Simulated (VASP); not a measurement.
## B3C: single point with PBE

Crystal: B3C.

```
B C
1.0
     2.57059    0.00000    0.00000
    -1.28530    2.22620    0.00000
     0.00000    0.00000    4.64192
B C
3 1
Direct
  0.00000 0.00000 0.00000
  0.66667 0.33333 0.68443
  0.66667 0.33333 0.31557
  0.00000 0.00000 0.50000
```

```yaml
Program: VASP 6.6.1
Task: single point
Functional: PBE
Potentials_or_basis: VASP PAW PBE potentials, release 64 (B, C)
Cutoff: 520 eV
k_mesh: 6 × 6 × 4
Occupations: gaussian, width 0.1 eV
Spin: collinear spin, ferromagnetic start
Starting_moments: "[0.0, 0.0, 0.0, 1.0] μB"
Dipole_correction: no
Further_INCAR_settings: ALGO = Normal; EDIFF = 1e-06; NBANDS = 18
```

```json
{
  "Pressure": "0.1 GPa",
  "Largest force": "0.008 eV/Å",
  "Net moment": "0.00 μB per cell",
  "Valence electrons inside the program's atomic spheres": "B 1.52, 1.88; C 2.53"
}
```

Forces on the atoms (eV/Å):
```
B    0.000  0.000  0.000
B    0.000  0.000  0.008
B    0.000  0.000 -0.008
C    0.000  0.000  0.000
```

Stress tensor (GPa, compression positive):
```
 0.15  0.00  0.00
 0.00  0.15  0.00
 0.00  0.00 -0.11
```

Levels at points of the mesh, in eV from the Fermi level:
Spin up:
```
           k point  band 3  band 4  band 5  band 6  band 7  band 8  band 9  band 10
(0.00, 0.00, 0.00)  -11.75   -1.48   -1.48    1.26    6.07    6.25    6.25     7.16
(0.50, 0.00, 0.00)   -8.01   -6.98   -4.91   -4.05   -2.59    3.84    4.56     4.76
(0.00, 0.00, 0.50)   -6.16   -4.53   -1.35   -1.35    5.17    5.17    6.83     6.83
(0.50, 0.00, 0.50)   -9.32   -7.74   -4.73   -1.03   -0.28    1.47    2.04     4.34
```
Spin down:
| k point | band 4 | band 5 | band 6 | band 7 | band 8 | band 9 |
| --- | --- | --- | --- | --- | --- | --- |
| (0.00, 0.00, 0.00) | -1.48 | -1.48 | 1.26 | 6.07 | 6.25 | 6.25 |
| (0.50, 0.00, 0.00) | -6.98 | -4.91 | -4.05 | -2.59 | 3.84 | 4.56 |
| (0.00, 0.00, 0.50) | -4.53 | -1.35 | -1.35 | 5.17 | 5.17 | 6.83 |
| (0.50, 0.00, 0.50) | -7.74 | -4.73 | -1.03 | -0.28 | 1.47 | 2.04 |

Wall time 9 s on 1 thread of Intel(R) Xeon(R) 6975P-C (Granite Rapids) (shared host), peak memory 0.14 GiB.

Caveat: the k points lie up to 0.47 Å⁻¹ apart.
